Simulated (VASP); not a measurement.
# Bi (Fm-3m) in VASP: a series of runs, part 3 of 3

VASP 6.6.1.

### 4 Single point, PBE

This run uses another cell than the first one, of 31.77 Å³/atom.

INCAR reads:

```
SYSTEM = Bi
ALGO = Normal
EDIFF = 1E-6
ENCUT = 520
GGA = PE
ISIF = 2
ISMEAR = -1
LASPH = .True.
LCHARG = .True.
LELF = .True.
LREAL = .False.
LVHAR = .True.
LWAVE = .False.
NBANDS = 14
NELM = 80
PREC = Accurate
SIGMA = 0.06122561905347299
```

KPOINTS reads:

```
k-points
0
Gamma
  19 19 19
  0 0 0
```

POSCAR reads:

```
Bi
1.0
    0.0000000000      2.5138126108      2.5138126108
    2.5138126108      0.0000000000      2.5138126108
    2.5138126108      2.5138126108      0.0000000000
Bi
1
Direct
    0.0000000000      0.0000000000      0.0000000000
```

Potentials or basis: VASP PAW PBE potentials, release 64 (Bi_d).

The run is started by

```console
$ cat potpaw_PBE.64/Bi_d/POTCAR > POTCAR
$ mpirun -np 1 vasp_std > vasp.out
```

OUTCAR:

```text
SYSTEM = Bi
   EDIFF = 1E-6
   ENCUT = 520
   GGA = PE
   ISIF = 2
   ISMEAR = -1
   LASPH = .True.
   LREAL = .False.
   NELM = 80
   PREC = Accurate

 ion  position               nearest neighbor table
   1  0.000  0.000  0.000-

  LATTYP: Found a face centered cubic cell.
 ALAT       =     5.0276252216

  Lattice vectors:

 A1 = (   0.0000000000,   2.5138126108,   2.5138126108)
 A2 = (   2.5138126108,   0.0000000000,   2.5138126108)
 A3 = (   2.5138126108,   2.5138126108,   0.0000000000)

Analysis of symmetry for initial positions (statically):
=====================================================================
 Subroutine PRICEL returns:
 Original cell was already a primitive cell.

 Routine SETGRP: Setting up the symmetry group for a
 face centered cubic supercell.

 Subroutine GETGRP returns: Found 48 space group operations
 (whereof 48 operations were pure point group operations)
 out of a pool of 48 trial point group operations.

The static configuration has the point symmetry O_h .

Analysis of symmetry for dynamics (positions and initial velocities):
=====================================================================
 Subroutine PRICEL returns:
 Original cell was already a primitive cell.

 Routine SETGRP: Setting up the symmetry group for a
 face centered cubic supercell.

 Subroutine GETGRP returns: Found 48 space group operations
 (whereof 48 operations were pure point group operations)
 out of a pool of 48 trial point group operations.

The dynamic configuration has the point symmetry O_h .

 Subroutine INISYM returns: Found 48 space group operations
 (whereof 48 operations are pure point group operations),
 and found     1 'primitive' translations

----------------------------------------------------------------------------------------

                                     Primitive cell

  volume of cell :      31.7708

  direct lattice vectors                    reciprocal lattice vectors
     0.000000000  2.513812611  2.513812611    -0.198901063  0.198901063  0.198901063
     2.513812611  0.000000000  2.513812611     0.198901063 -0.198901063  0.198901063
     2.513812611  2.513812611  0.000000000     0.198901063  0.198901063 -0.198901063

  length of vectors
     3.555067887  3.555067887  3.555067887     0.344506746  0.344506746  0.344506746

  position of ions in fractional coordinates (direct lattice)
     0.000000000  0.000000000  0.000000000

  ion indices of the primitive-cell ions
   primitive index   ion index
                 1           1

----------------------------------------------------------------------------------------

 KPOINTS: k-points

Automatic generation of k-mesh.
 Grid dimensions read from file:
 generate k-points for:   19   19   19

 Generating k-lattice:

  Cartesian coordinates                     Fractional coordinates (reciprocal lattice)
    -0.010468477  0.010468477  0.010468477     0.052631579  0.000000000  0.000000000
     0.010468477 -0.010468477  0.010468477     0.000000000  0.052631579  0.000000000
     0.010468477  0.010468477 -0.010468477     0.000000000  0.000000000  0.052631579

  Length of vectors
     0.018131934  0.018131934  0.018131934

  Shift w.r.t. Gamma in fractional coordinates (k-lattice)
     0.000000000  0.000000000  0.000000000

 Subroutine IBZKPT returns following result:
 ===========================================

 Found    220 irreducible k-points:

 Following reciprocal coordinates:
            Coordinates               Weight
  0.000000  0.000000  0.000000      1.000000
  0.052632  0.000000  0.000000      8.000000
  0.105263  0.000000  0.000000      8.000000
  0.157895  0.000000  0.000000      8.000000
  0.210526  0.000000  0.000000      8.000000
  0.263158  0.000000  0.000000      8.000000
[... 16 lines left out ...]
 -0.315789  0.052632  0.000000     24.000000
 -0.263158  0.052632  0.000000     24.000000
 [... further k-points ...]
   k-points           NKPTS =    220   k-points in BZ     NKDIM =    220   number of bands    NBANDS=     14
   number of dos      NEDOS =    301   number of ions     NIONS =      1
   total plane-waves  NPLWV =  21952
   dimension x,y,z NGX =    28 NGY =   28 NGZ =   28
   dimension x,y,z NGXF=    56 NGYF=   56 NGZF=   56
   ions per type =               1
   NGX,Y,Z   is equivalent  to a cutoff of  13.09, 13.09, 13.09 a.u.
   NGXF,Y,Z  is equivalent  to a cutoff of  26.19, 26.19, 26.19 a.u.
 SYSTEM =  Bi
   PREC   = accura    normal or accurate (medium, high low for compatibility)
   ISTART =      0    job   : 0-new  1-cont  2-samecut
   ICHARG =      2    charge: 1-file 2-atom 10-const
   ISPIN  =      1    spin polarized calculation?
   LNONCOLLINEAR =      F non collinear calculations
   LSORBIT =      F    spin-orbit coupling
   LASPH  =      T    aspherical Exc in radial PAW
   ENCUT  =  520.0 eV  38.22 Ry    6.18 a.u.   6.61  6.61  6.61*2*pi/ulx,y,z
   NELM   =     80;   NELMIN=  2; NELMDL= -5     # of ELM steps
   EDIFF  = 0.1E-05   stopping-criterion for ELM
   LREAL  =      F    real-space projection
   EDIFFG = 0.1E-04   stopping-criterion for IOM
   NSW    =      0    number of steps for IOM
   IBRION =     -1    ionic relax: 0-MD 1-quasi-New 2-CG
   NFREE  =      0    steps in history (QN), initial steepest desc. (CG)
   ISIF   =      2    stress and relaxation
   ISYM   =      2    0-nonsym 1-usesym 2-fastsym
   POTIM  = 0.5000    time-step for ionic-motion
   TEBEG  =    0.0;   TEEND  =   0.0 temperature during run
   PSTRESS=    0.0 pullay stress
   NELECT =      15.0000    total number of electrons
   NUPDOWN=      -1.0000    fix difference up-down
   EMIN   =  10.00;   EMAX   =-10.00  energy-range for DOS
   EFERMI =   0.00;   METHOD = LEGACY
   ISMEAR =    -1;   SIGMA  =   0.06  broadening in eV -4-tet -1-fermi 0-gaus
   EFERMI_NEDOS =   21; number of points for ismear=-14 and -15
   IALGO  =     38    algorithm
   IMIX   =      4    mixing-type and parameters
     AMIX     =   0.40;   BMIX     =  1.00
     AMIX_MAG =   1.60;   BMIX_MAG =  1.00
  volume/ion in A,a.u.               =      31.77       214.40
  Fermi-wavevector in a.u.,A,eV,Ry     =   1.274762  2.408950 22.109705  1.625017
  Thomas-Fermi vector in A             =   2.407512
   LORBIT       =      0    0 simple, 1 ext, 2 COOP (PROOUT), +10 PAW based schemes
   GGA     = PE    functional components
   LHFCALC =     F    Hartree Fock is set to
   AEXX    =    0.0000 exact exchange contribution
   IVDW    =     0    specifies the selected vdW correction
   LEPSILON=     F    determine dielectric tensor
   LRPA    =     F    only Hartree local field effects (RPA)
 non-spin polarized calculation
  energy-cutoff  :      520.00
  volume of cell :       31.77
 maximum number of plane-waves:       881
   NGX = 13   NGY = 13   NGZ = 13

 number of electron      15.0000001 magnetization

 Free energy of the ion-electron system (eV)
  ---------------------------------------------------
  ext. energy  EPLUGINS =         0.00000000
  ---------------------------------------------------
  free energy    TOTEN  =        -3.70810217 eV

  energy without entropy =       -3.69925612  energy(sigma->0) =       -3.70367915

 E-fermi :   7.7830     XC(G=0): -10.1980

 val. band max:        7.7667356325   @ k =  -0.3684   0.3684   0.1579
 cond. band min:       7.7904398225   @ k =  -0.1579   0.2632   0.1053
 fundamental gap:      0.0237041900
 Fermi energy:         7.7830304547

 k-point     1 :       0.0000    0.0000    0.0000
  band No.  band energies     occupation
      1     -15.3431      2.00000
      2     -15.3431      2.00000
      3     -15.3431      2.00000
      4     -15.2782      2.00000
      5     -15.2782      2.00000
      6      -5.7198      2.00000
      7      12.5527      0.00000
      8      12.5527      0.00000
      9      12.5527      0.00000
     10      16.3518      0.00000
     11      16.8219      0.00000
     12      18.4429      0.00000
     13      18.4429      0.00000
     14      18.4429      0.00000
[... 375 lines left out ...]
 k-point    24 :      -0.2632    0.0526    0.0000
  band No.  band energies     occupation
      1     -15.3371      2.00000
      2     -15.3251      2.00000
      3     -15.3243      2.00000
      4     -15.2582      2.00000
      5     -15.2426      2.00000
      6      -4.4184      2.00000
      7       5.8970      2.00000
      8      10.7847      0.00000
      9      11.8283      0.00000
     10      15.4502      0.00000
     11      17.1750      0.00000
     12      18.0160      0.00000
     13      19.3890      0.00000
     14      20.4130      0.00000

 [... further k-points ...]

------------------------ aborting loop because EDIFF is reached ----------------------------------------

  FORCE on cell =-STRESS in cart. coord.  units (eV):
  Direction    XX          YY          ZZ          XY          YZ          ZX
  --------------------------------------------------------------------------------------
  -------------------------------------------------------------------------------------
  Total       -0.0110694     -0.0110694     -0.0110694     -0.0000000     -0.0000000      0.0000000
  in kB       -0.5582197     -0.5582197     -0.5582197     -0.0000000     -0.0000000      0.0000000
  external PRESSURE =      -0.5582197 kB  Pullay stress =       0.0000000 kB

 VOLUME and BASIS-vectors are now :
 -----------------------------------------------------------------------------
  energy-cutoff  :      520.00
  volume of cell :       31.77
      direct lattice vectors                 reciprocal lattice vectors
     0.000000000  2.513812611  2.513812611    -0.198901063  0.198901063  0.198901063
     2.513812611  0.000000000  2.513812611     0.198901063 -0.198901063  0.198901063
     2.513812611  2.513812611  0.000000000     0.198901063  0.198901063 -0.198901063

 POSITION                                       TOTAL-FORCE (eV/Angst)
 -----------------------------------------------------------------------------------
      0.00000      0.00000      0.00000         0.000000     -0.000000      0.000000
 -----------------------------------------------------------------------------------
    total drift:                               -0.000000     -0.000000     -0.000000

  FREE ENERGIE OF THE ION-ELECTRON SYSTEM (eV)
  ---------------------------------------------------
  free  energy   TOTEN  =        -3.7081021741 eV

  energy  without entropy=       -3.6992561205  energy(sigma->0) =       -3.70367915
```

stdout:

```text
POSCAR found type information on POSCAR Bi
 POSCAR found :  1 types and       1 ions
 scaLAPACK will be used
 LDA part: xc-table for (Slater+PW92), standard interpolation
 POSCAR, INCAR and KPOINTS ok, starting setup
 FFT: planning ... GRIDC
 FFT: planning ... GRID_SOFT
 FFT: planning ... GRID
 WAVECAR not read
 entering main loop
```

Run time: 1.8 min. Hardware: 1 thread of AMD EPYC 7R43 (Zen 3), shared host; peak memory 0.18 GiB.

Results:

* Free energy: -3.7081 eV
* Pressure: -0.1 GPa
* Band gap on the k mesh: zero (an odd number of electrons rules out a gap without spin polarisation)

Caveat: spin-orbit coupling is left out, which moves the levels of the heavy elements.

The gap in the log of VASP goes by the Fermi energy; the results here count the filled bands.